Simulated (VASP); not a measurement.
# AlCu3 (P6_3/mmc) in VASP: notebook

AlCu3 is run at these levels: PBEsol; tasks: single point.

Program: VASP 6.6.1. These are calculated values, not measurements. Logs are shortened: lines on timing, memory, paths and dates and some standing lists are left out, and cuts for length are marked.

**1. The cell of the first run**

The structure is hexagonal, space group P6_3/mmc (No. 194). Conventional cell: a = 5.027 Å, b = 5.027 Å, c = 4.087 Å, α = 90.00°, β = 90.00°, γ = 120.00°. Al (site symmetry -6m2) has 12 Cu at 2.51 Å within 3.3 Å. Within 3.3 Å of Cu (site symmetry mm2) lie 8 Cu at 2.50 to 2.53 Å and 4 Al at 2.51 Å.

**2. Single point, PBEsol**

Input file INCAR:

```
  ALGO = Fast
  EDIFF = 1E-6
  ENCUT = 520
  GGA = PS
  ISIF = 2
  ISMEAR = 0
  LASPH = T
  LCHARG = T
  LELF = T
  LREAL = F
  LVHAR = T
  LWAVE = F
  NBANDS = 46
  NELM = 80
  PREC = Accurate
  SIGMA = 0.1
```

Input file KPOINTS:

```
k-points
0
Gamma
  12 12 8
```

Input file POSCAR:

```
AlCu3
1.0
    5.0267897321      0.0000000000      0.0000000000
   -2.5133948660      4.3533276074      0.0000000000
    0.0000000000      0.0000000000      4.0871672653
Al Cu
2 6
Direct
    0.6666666667      0.3333333333      0.2500000000
    0.3333333333      0.6666666667      0.7500000000
    0.3309697137      0.1654848568      0.7500000000
    0.8345151432      0.1654848568      0.7500000000
    0.8345151432      0.6690302863      0.7500000000
    0.6690302863      0.8345151432      0.2500000000
    0.1654848568      0.8345151432      0.2500000000
    0.1654848568      0.3309697137      0.2500000000
```

Potentials or basis: VASP PAW PBE potentials, release 64 (Al, Cu).

Command:

```bash
> cat potpaw_PBE.64/Al/POTCAR potpaw_PBE.64/Cu/POTCAR > POTCAR
> mpirun -np 1 vasp_std > vasp.out
```

OUTCAR:

```text
EDIFF = 1E-6
   ENCUT = 520
   GGA = PS
   ISIF = 2
   ISMEAR = 0
   LASPH = T
   LREAL = F
   NELM = 80
   PREC = Accurate

 ion  position               nearest neighbor table
   1  0.667  0.333  0.250-   5 2.51   5 2.51   4 2.51   4 2.51   3 2.51   3 2.51   6 2.51   8 2.51
                             7 2.51   7 2.51   6 2.51   8 2.51
   2  0.333  0.667  0.750-   8 2.51   8 2.51   7 2.51   7 2.51   6 2.51   6 2.51   3 2.51   5 2.51
                             4 2.51   4 2.51   3 2.51   5 2.51
   3  0.331  0.165  0.750-   5 2.50   4 2.50   7 2.50   7 2.50   8 2.50   8 2.50   1 2.51   1 2.51
                             2 2.51   2 2.51   5 2.53   4 2.53
   4  0.835  0.165  0.750-   5 2.50   3 2.50   6 2.50   6 2.50   8 2.50   8 2.50   1 2.51   1 2.51
                             2 2.51   2 2.51   5 2.53   3 2.53
   5  0.835  0.669  0.750-   4 2.50   3 2.50   7 2.50   7 2.50   6 2.50   6 2.50   1 2.51   1 2.51
                             2 2.51   2 2.51   4 2.53   3 2.53
   6  0.669  0.835  0.250-   8 2.50   7 2.50   4 2.50   4 2.50   5 2.50   5 2.50   2 2.51   2 2.51
                             1 2.51   1 2.51   8 2.53   7 2.53
   7  0.165  0.835  0.250-   8 2.50   6 2.50   3 2.50   3 2.50   5 2.50   5 2.50   2 2.51   2 2.51
                             1 2.51   1 2.51   8 2.53   6 2.53
   8  0.165  0.331  0.250-   7 2.50   6 2.50   4 2.50   4 2.50   3 2.50   3 2.50   2 2.51   2 2.51
                             1 2.51   1 2.51   7 2.53   6 2.53

  LATTYP: Found a hexagonal cell.
 ALAT       =     5.0267897321
 C/A-ratio  =     0.8130770299

  Lattice vectors:

 A1 = (   5.0267897321,   0.0000000000,   0.0000000000)
 A2 = (  -2.5133948660,   4.3533276074,   0.0000000000)
 A3 = (   0.0000000000,   0.0000000000,   4.0871672653)

Analysis of symmetry for initial positions (statically):
=====================================================================
 Subroutine PRICEL returns:
 Original cell was already a primitive cell.

 Routine SETGRP: Setting up the symmetry group for a
 hexagonal supercell.

 Subroutine GETGRP returns: Found 24 space group operations
 (whereof 12 operations were pure point group operations)
 out of a pool of 24 trial point group operations.

The static configuration has the point symmetry D_3d.
 The point group associated with its full space group is D_6h.

Analysis of symmetry for dynamics (positions and initial velocities):
=====================================================================
 Subroutine PRICEL returns:
 Original cell was already a primitive cell.

 Routine SETGRP: Setting up the symmetry group for a
 hexagonal supercell.

 Subroutine GETGRP returns: Found 24 space group operations
 (whereof 12 operations were pure point group operations)
 out of a pool of 24 trial point group operations.

The dynamic configuration has the point symmetry D_3d.
 The point group associated with its full space group is D_6h.

 Subroutine INISYM returns: Found 24 space group operations
 (whereof 12 operations are pure point group operations),
 and found     1 'primitive' translations

----------------------------------------------------------------------------------------

                                     Primitive cell

  volume of cell :      89.4406

  direct lattice vectors                    reciprocal lattice vectors
     5.026789732  0.000000000  0.000000000     0.198934122  0.114854669  0.000000000
    -2.513394866  4.353327607  0.000000000     0.000000000  0.229709337  0.000000000
     0.000000000  0.000000000  4.087167265     0.000000000  0.000000000  0.244668235

  length of vectors
     5.026789732  5.026789732  4.087167265     0.229709337  0.229709337  0.244668235

  position of ions in fractional coordinates (direct lattice)
     0.666666667  0.333333333  0.250000000
     0.333333333  0.666666667  0.750000000
     0.330969714  0.165484857  0.750000000
     0.834515143  0.165484857  0.750000000
     0.834515143  0.669030286  0.750000000
     0.669030286  0.834515143  0.250000000
     0.165484857  0.834515143  0.250000000
     0.165484857  0.330969714  0.250000000

  ion indices of the primitive-cell ions
   primitive index   ion index
                 1           1
                 2           2
                 3           3
                 4           4
                 5           5
                 6           6
                 7           7
                 8           8

----------------------------------------------------------------------------------------

 KPOINTS: k-points

Automatic generation of k-mesh.
 Grid dimensions read from file:
 generate k-points for:   12   12    8

 Generating k-lattice:

  Cartesian coordinates                     Fractional coordinates (reciprocal lattice)
     0.016577843  0.009571222  0.000000000     0.083333333  0.000000000  0.000000000
     0.000000000  0.019142445  0.000000000     0.000000000  0.083333333  0.000000000
     0.000000000  0.000000000  0.030583529     0.000000000  0.000000000  0.125000000

  Length of vectors
     0.019142445  0.019142445  0.030583529

  Shift w.r.t. Gamma in fractional coordinates (k-lattice)
     0.000000000  0.000000000  0.000000000

 Subroutine IBZKPT returns following result:
 ===========================================

 Found     95 irreducible k-points:

 Following reciprocal coordinates:
            Coordinates               Weight
  0.000000  0.000000  0.000000      1.000000
  0.083333 -0.000000  0.000000      6.000000
  0.166667  0.000000  0.000000      6.000000
  0.250000 -0.000000  0.000000      6.000000
  0.333333 -0.000000  0.000000      6.000000
  0.416667 -0.000000  0.000000      6.000000
[... 16 lines left out ...]
  0.250000 -0.000000  0.125000     12.000000
  0.333333 -0.000000  0.125000     12.000000
 [... further k-points ...]
   k-points           NKPTS =     95   k-points in BZ     NKDIM =     95   number of bands    NBANDS=     46
   number of dos      NEDOS =    301   number of ions     NIONS =      8
   total plane-waves  NPLWV =  48000
   dimension x,y,z NGX =    40 NGY =   40 NGZ =   30
   dimension x,y,z NGXF=    80 NGYF=   80 NGZF=   60
   ions per type =               2   6
   NGX,Y,Z   is equivalent  to a cutoff of  13.23, 13.23, 12.20 a.u.
   NGXF,Y,Z  is equivalent  to a cutoff of  26.46, 26.46, 24.41 a.u.
 SYSTEM =  unknown system
   PREC   = accura    normal or accurate (medium, high low for compatibility)
   ISTART =      0    job   : 0-new  1-cont  2-samecut
   ICHARG =      2    charge: 1-file 2-atom 10-const
   ISPIN  =      1    spin polarized calculation?
   LNONCOLLINEAR =      F non collinear calculations
   LSORBIT =      F    spin-orbit coupling
   LASPH  =      T    aspherical Exc in radial PAW
   ENCUT  =  520.0 eV  38.22 Ry    6.18 a.u.   9.35  9.35  7.60*2*pi/ulx,y,z
   NELM   =     80;   NELMIN=  2; NELMDL= -5     # of ELM steps
   EDIFF  = 0.1E-05   stopping-criterion for ELM
   LREAL  =      F    real-space projection
   EDIFFG = 0.1E-04   stopping-criterion for IOM
   NSW    =      0    number of steps for IOM
   IBRION =     -1    ionic relax: 0-MD 1-quasi-New 2-CG
   NFREE  =      0    steps in history (QN), initial steepest desc. (CG)
   ISIF   =      2    stress and relaxation
   ISYM   =      2    0-nonsym 1-usesym 2-fastsym
   POTIM  = 0.5000    time-step for ionic-motion
   TEBEG  =    0.0;   TEEND  =   0.0 temperature during run
   PSTRESS=    0.0 pullay stress
   NELECT =      72.0000    total number of electrons
   NUPDOWN=      -1.0000    fix difference up-down
   EMIN   =  10.00;   EMAX   =-10.00  energy-range for DOS
   EFERMI =   0.00;   METHOD = LEGACY
   ISMEAR =     0;   SIGMA  =   0.10  broadening in eV -4-tet -1-fermi 0-gaus
   EFERMI_NEDOS =   21; number of points for ismear=-14 and -15
   IALGO  =     68    algorithm
   IMIX   =      4    mixing-type and parameters
     AMIX     =   0.40;   BMIX     =  1.00
     AMIX_MAG =   1.60;   BMIX_MAG =  1.00
  volume/ion in A,a.u.               =      11.18        75.45
  Fermi-wavevector in a.u.,A,eV,Ry     =   1.522910  2.877882 31.555368  2.319254
  Thomas-Fermi vector in A             =   2.631425
   LORBIT       =      0    0 simple, 1 ext, 2 COOP (PROOUT), +10 PAW based schemes
   GGA     = PS    functional components
   LHFCALC =     F    Hartree Fock is set to
   AEXX    =    0.0000 exact exchange contribution
   IVDW    =     0    specifies the selected vdW correction
   LEPSILON=     F    determine dielectric tensor
   LRPA    =     F    only Hartree local field effects (RPA)
 non-spin polarized calculation
 RMM-DIIS sequential band-by-band and
 Gauss-broadening in eV      SIGMA  =   0.10
  energy-cutoff  :      520.00
  volume of cell :       89.44
 maximum number of plane-waves:      2439
 NGX is ok and might be reduce to    40
   NGX = 19   NGY = 19   NGZ = 15

 number of electron      71.9999921 magnetization

 Free energy of the ion-electron system (eV)
  ---------------------------------------------------
  ext. energy  EPLUGINS =         0.00000000
  ---------------------------------------------------
  free energy    TOTEN  =       -35.37958285 eV

  energy without entropy =      -35.36459486  energy(sigma->0) =      -35.37208886

 E-fermi :   9.5683     XC(G=0): -12.8742

 val. band max:        9.5652694319   @ k =   0.4167   0.1667   0.1250
 cond. band min:       9.5770238812   @ k =   0.3333  -0.0000   0.3750
 fundamental gap:      0.0117544494
 Fermi energy:         9.5683016117

 k-point     1 :       0.0000    0.0000    0.0000
  band No.  band energies     occupation
      1      -1.7310      2.00000
      2       2.8394      2.00000
      3       3.9866      2.00000
      4       3.9866      2.00000
      5       4.0626      2.00000
      6       4.1119      2.00000
[... 38 lines left out ...]
     45      16.8026      0.00000
     46      16.9342      0.00000
[... 1086 lines left out ...]
      6       4.3913      2.00000
[... 38 lines left out ...]
     45      16.3981      0.00000
     46      16.7732      0.00000

 [... further k-points ...]

------------------------ aborting loop because EDIFF is reached ----------------------------------------

  FORCE on cell =-STRESS in cart. coord.  units (eV):
  Direction    XX          YY          ZZ          XY          YZ          ZX
  --------------------------------------------------------------------------------------
  -------------------------------------------------------------------------------------
  Total        6.9929047      6.9929047      7.0135821      0.0000000     -0.0000000      0.0000000
  in kB      125.2661440    125.2661440    125.6365461      0.0000000     -0.0000000      0.0000000
  external PRESSURE =     125.3896113 kB  Pullay stress =       0.0000000 kB

 VOLUME and BASIS-vectors are now :
 -----------------------------------------------------------------------------
  energy-cutoff  :      520.00
  volume of cell :       89.44
      direct lattice vectors                 reciprocal lattice vectors
     5.026789732  0.000000000  0.000000000     0.198934122  0.114854669  0.000000000
    -2.513394866  4.353327607  0.000000000     0.000000000  0.229709337  0.000000000
     0.000000000  0.000000000  4.087167265     0.000000000  0.000000000  0.244668235

 POSITION                                       TOTAL-FORCE (eV/Angst)
 -----------------------------------------------------------------------------------
      2.51339      1.45111      1.02179         0.000000      0.000000      0.000000
     -0.00000      2.90222      3.06538         0.000000     -0.000000      0.000000
      1.24779      0.72041      3.06538         0.001681      0.000971     -0.000000
      3.77900      0.72041      3.06538        -0.001681      0.000971      0.000000
      2.51339      2.91251      3.06538        -0.000000     -0.001941      0.000000
      1.26561      3.63292      1.02179        -0.001681     -0.000971      0.000000
     -1.26561      3.63292      1.02179         0.001681     -0.000971      0.000000
     -0.00000      1.44082      1.02179         0.000000      0.001941     -0.000000
 -----------------------------------------------------------------------------------
    total drift:                                0.000000     -0.000000      0.000000

  FREE ENERGIE OF THE ION-ELECTRON SYSTEM (eV)
  ---------------------------------------------------
  free  energy   TOTEN  =       -35.3795828537 eV

  energy  without entropy=      -35.3645948643  energy(sigma->0) =      -35.37208886
```

It took 4.4 min on 1 thread of Intel Xeon 6975P-C (Granite Rapids), shared host; peak memory 0.41 GiB.

Results:

* Free energy: -35.3796 eV
* Pressure: 12.5 GPa
* Band gap on the k mesh: zero (bands 36 and 37 overlap by 2.79 eV)

Caveat: the cell stands under pressure; the PAW data sets were made with another functional, which shifts forces and pressure a little.

**3. Single point, PBEsol**

This run uses another cell than the first one, of 11.66 Å³/atom.

Input file INCAR:

```
PREC = Accurate ; ENCUT = 520
EDIFF = 1E-7 ; ISMEAR = 0
SIGMA = 0.1 ; LREAL = F
LASPH = T ; NELM = 60
ALGO = Fast ; ISIF = 2
LWAVE = F ; LCHARG = F
GGA = PS ; NBANDS = 46
```

Input file KPOINTS:

```
regular mesh
0
Gamma
  12 12 8
```

Input file POSCAR:

```
AlCu3
1.0
    5.0981132833      0.0000000000      0.0000000000
   -2.5490566416      4.4150956147      0.0000000000
    0.0000000000      0.0000000000      4.1441867690
Al Cu
2 6
Direct
    0.6666666667      0.3333333333      0.2500000000
    0.3333333333      0.6666666667      0.7500000000
    0.3306329554      0.1653164777      0.7500000000
    0.8346835223      0.1653164777      0.7500000000
    0.8346835223      0.6693670446      0.7500000000
    0.6693670446      0.8346835223      0.2500000000
    0.1653164777      0.8346835223      0.2500000000
    0.1653164777      0.3306329554      0.2500000000
```

Potentials or basis: VASP PAW PBE potentials, release 64 (Al, Cu).

Command:

```bash
> cat potpaw_PBE.64/Al/POTCAR potpaw_PBE.64/Cu/POTCAR > POTCAR
> mpirun -np 1 vasp_std > vasp.out
```

It took 4.9 min on 1 thread of Intel Xeon 6975P-C (Granite Rapids), shared host; peak memory 0.43 GiB.

The run converged. Its results:

| Item | Value |
| --- | --- |
| Free energy | -35.5838 eV |
| Pressure | 4.5 GPa |
| Largest force | 0.009 eV/Å |
| Band gap on the k mesh | zero (bands 36 and 37 overlap by 2.67 eV) |

Forces in eV/Å, atoms in the order of the input:
```
Al   0.000  0.000  0.000
Al   0.000  0.000  0.000
Cu   0.008  0.004  0.000
Cu  -0.008  0.004  0.000
Cu   0.000 -0.009  0.000
Cu  -0.008 -0.004  0.000
Cu   0.008 -0.004  0.000
Cu   0.000  0.009  0.000
```

Levels at points of the mesh, in eV from the Fermi level:
| k point | band 32 | band 33 | band 34 | band 35 | band 36 | band 37 | band 38 | band 39 | band 40 | band 41 |
| --- | --- | --- | --- | --- | --- | --- | --- | --- | --- | --- |
| (0.00, 0.00, 0.00) | -2.22 | -1.88 | -1.37 | -1.37 | -0.79 | -0.06 | -0.06 | 1.68 | 4.87 | 5.81 |
| (0.50, 0.00, 0.00) | -2.36 | -2.33 | -1.32 | 0.54 | 1.04 | 1.91 | 2.63 | 3.35 | 3.71 | 3.94 |
| (0.00, 0.00, 0.50) | -2.26 | -1.36 | -1.36 | -1.36 | -1.36 | -0.92 | -0.92 | 2.63 | 2.63 | 2.63 |
| (0.50, 0.00, 0.50) | -2.42 | -2.39 | -2.39 | -0.95 | -0.95 | -0.68 | -0.68 | 5.37 | 5.37 | 6.14 |

Caveat: the cell stands under pressure; the PAW data sets were made with another functional, which shifts forces and pressure a little.
